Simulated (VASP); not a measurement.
A run of VASP 6.6.1 is set up as follows.

File INCAR:

```
SYSTEM = ZnS
PREC     = Accurate       ! precision mode
ENCUT    = 520            ! plane-wave cutoff, eV
EDIFF    = 1E-7           ! SCF threshold, eV
ISMEAR   = 0              ! smearing method
SIGMA    = 0.02           ! smearing width, eV
LREAL    = .FALSE.        ! projectors in reciprocal space
LASPH    = .TRUE.         ! aspherical terms in the spheres
NELM     = 80             ! most SCF steps
ALGO     = Normal         ! electronic algorithm
ISIF     = 2              ! what is computed and relaxed
LWAVE    = .FALSE.        ! write WAVECAR
LCHARG   = .TRUE.         ! write CHGCAR
GGA      = PE             ! functional
LELF     = .TRUE.         ! ELF
LVHAR    = .TRUE.       
NBANDS   = 66             ! bands
```

KPOINTS

```
Automatic mesh
0
G
  12 12 2
  0 0 0
```

File POSCAR:

```
ZnS
1.0
    3.8468959224      0.0000000000      0.0000000000
   -1.9234479612      3.3315095945      0.0000000000
    0.0000000000      0.0000000000     18.8727441800
Zn S
6 6
Direct
    0.3333333333      0.6666666667      0.8332754808
    0.6666666667      0.3333333333      0.3332754808
    0.6666666667      0.3333333333      0.6667977259
    0.3333333333      0.6666666667      0.1667977259
    0.0000000000      0.0000000000      0.5000194301
    0.0000000000      0.0000000000      1.0000194301
    0.3333333333      0.6666666667      0.9581469435
    0.6666666667      0.3333333333      0.4581469435
    0.6666666667      0.3333333333      0.7916425963
    0.3333333333      0.6666666667      0.2916425963
    0.0000000000      0.0000000000      0.6251188134
    0.0000000000      0.0000000000      0.1251188134
```

Potentials or basis: VASP PAW PBE potentials, release 64 (Zn, S).

Launch:

```sh
$ cat potpaw_PBE.64/Zn/POTCAR potpaw_PBE.64/S/POTCAR > POTCAR
$ mpirun -np 1 vasp_std > vasp.out
```

(1) What does it give for the band gap on the k mesh?

(2) What does it give for the pressure?

(3) Predict the largest force.

Answers

(1) 2.04 eV.

(2) 0.2 GPa.

(3) 0.003 eV/Å.
